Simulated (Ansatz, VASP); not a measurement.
**Two plane-wave programs on Be2C**

```
Be C
1.0
     0.00000    2.16500    2.16500
     2.16500    0.00000    2.16500
     2.16500    2.16500    0.00000
Be C
2 1
Direct
  0.25000 0.25000 0.25000
  0.75000 0.75000 0.75000
  0.00000 0.00000 0.00000
```

Alike in both runs: task relaxation of cell and atoms; functional revPBE; dispersion D3(BJ); k mesh 8 × 8 × 8; no spin polarisation.

|  | VASP | Ansatz |
| --- | --- | --- |
| version | VASP 6.6.1 | Ansatz 0.2.0 |
| potentials or method | VASP PAW PBE potentials, release 64 (Be, C) | plane waves, PAW |
| plane-wave cutoff (eV) | 600 | 420 |
| occupations | gaussian, width 0.01 eV | fixed |
| valence electrons in the cell | 8 | 8 |

|  | VASP | Ansatz | Ansatz less VASP |
| --- | --- | --- | --- |
| relaxed volume (Å³/atom) | 6.36 | 6.36 | -0.001 |
| relaxed cell length with the largest relative difference (Å) | 2.999 | 2.999 | -0.0002 |

VASP's potentials were made for PBE, not for revPBE.
